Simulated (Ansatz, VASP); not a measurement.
**One calculation of LiNbO3, two programs**

File POSCAR:

```
LiNbO3
1.0
    2.5687004035      1.4830398694      4.6282271812
   -2.5687004035      1.4830398694      4.6282271812
    0.0000000000     -2.9660797388      4.6282271812
Li Nb O
2 2 6
Direct
    0.7821703297      0.7821703297      0.7821703297
    0.2821703297      0.2821703297      0.2821703297
    0.5001763109      0.5001763109      0.5001763109
    1.0001763109      1.0001763109      0.0001763109
    0.6079877655      0.2196418006      0.8620237934
    0.8620237934      0.6079877655      0.2196418006
    0.1079877655      0.3620237934      0.7196418006
    0.2196418006      0.8620237934      0.6079877655
    0.7196418006      0.1079877655      0.3620237934
    0.3620237934      0.7196418006      0.1079877655
```

INCAR.step1

```
SYSTEM = LiNbO3
ALGO     = Normal         ! electronic algorithm
EDIFF    = 1E-4           ! SCF threshold, eV
ENCUT    = 520            ! plane-wave cutoff, eV
GGA      = PE             ! functional
ISMEAR   = 0              ! smearing method
LASPH    = .TRUE.         ! aspherical terms in the spheres
LCHARG   = .FALSE.        ! write CHGCAR
LREAL    = .FALSE.        ! projectors in reciprocal space
LWAVE    = .TRUE.         ! write WAVECAR
NBANDS   = 45             ! bands
NELM     = 100            ! most SCF steps
PREC     = Accurate       ! precision mode
SIGMA    = 0.01           ! smearing width, eV
```

File INCAR.step2:

```
SYSTEM = LiNbO3
ALGO     = Normal         ! electronic algorithm
EDIFF    = 1E-6           ! SCF threshold, eV
ENCUT    = 520            ! plane-wave cutoff, eV
ISIF     = 2              ! what is computed and relaxed
ISMEAR   = 0              ! smearing method
ISTART   = 1            
LASPH    = .TRUE.         ! aspherical terms in the spheres
LCHARG   = .FALSE.        ! write CHGCAR
LMIXTAU  = .TRUE.       
LREAL    = .FALSE.        ! projectors in reciprocal space
LWAVE    = .FALSE.        ! write WAVECAR
METAGGA  = R2SCAN         ! meta-GGA
NBANDS   = 45             ! bands
NELM     = 100            ! most SCF steps
PREC     = Accurate       ! precision mode
SIGMA    = 0.01           ! smearing width, eV
```

KPOINTS

```
k-points
0
G
  6 6 6
  0 0 0
```

Input for Ansatz:

```yaml
crystal:
  lattice:
    - [2.5687004035, 1.4830398694, 4.6282271812]
    - [-2.5687004035, 1.4830398694, 4.6282271812]
    - [0.0, -2.9660797388, 4.6282271812]
  atoms:
    - { symbol: Li, position: [0.7821703297, 0.7821703297, 0.7821703297] }
    - { symbol: Li, position: [0.2821703297, 0.2821703297, 0.2821703297] }
    - { symbol: Nb, position: [0.5001763109, 0.5001763109, 0.5001763109] }
    - { symbol: Nb, position: [1.0001763109, 1.0001763109, 0.0001763109] }
    - { symbol: O, position: [0.6079877655, 0.2196418006, 0.8620237934] }
    - { symbol: O, position: [0.8620237934, 0.6079877655, 0.2196418006] }
    - { symbol: O, position: [0.1079877655, 0.3620237934, 0.7196418006] }
    - { symbol: O, position: [0.2196418006, 0.8620237934, 0.6079877655] }
    - { symbol: O, position: [0.7196418006, 0.1079877655, 0.3620237934] }
    - { symbol: O, position: [0.3620237934, 0.7196418006, 0.1079877655] }
kpoints:
  mp_grid: { grid: [6, 6, 6] }
hamiltonian:
  xc: r2scan
scf:
  occupations: { method: fixed }
  n_extra_bands: 6
output:
  forces: true
  stress: true
  eigenvalues: true
```

Alike in both runs: task single point; functional r2SCAN; k mesh 6 × 6 × 6; no spin polarisation.

|  | VASP | Ansatz |
| --- | --- | --- |
| version | VASP 6.6.1 | Ansatz 0.2.0 |
| potentials or method | VASP PAW PBE potentials, release 64 (Li_sv, Nb_sv, O) | plane waves, PAW |
| plane-wave cutoff (eV) | 520 | 500 |
| occupations | gaussian, width 0.01 eV | fixed |
| valence electrons in the cell | 68 | 68 |

Ansatz gave:

```
gap on the k mesh at the Fermi level (eV) : 4.04
rms of the force components (eV/Å)        : 0.000
```

Problem. Which values does VASP return?

Solution. gap on the k mesh at the Fermi level (eV): 4.03; rms of the force components (eV/Å): 0.012.

VASP's potentials were made for PBE, not for r2SCAN. Atom by atom the forces differ by 0.012 eV/Å (rms over components).

Noted on VASP's run: the cutoff is short for stress, so the pressure is rough.
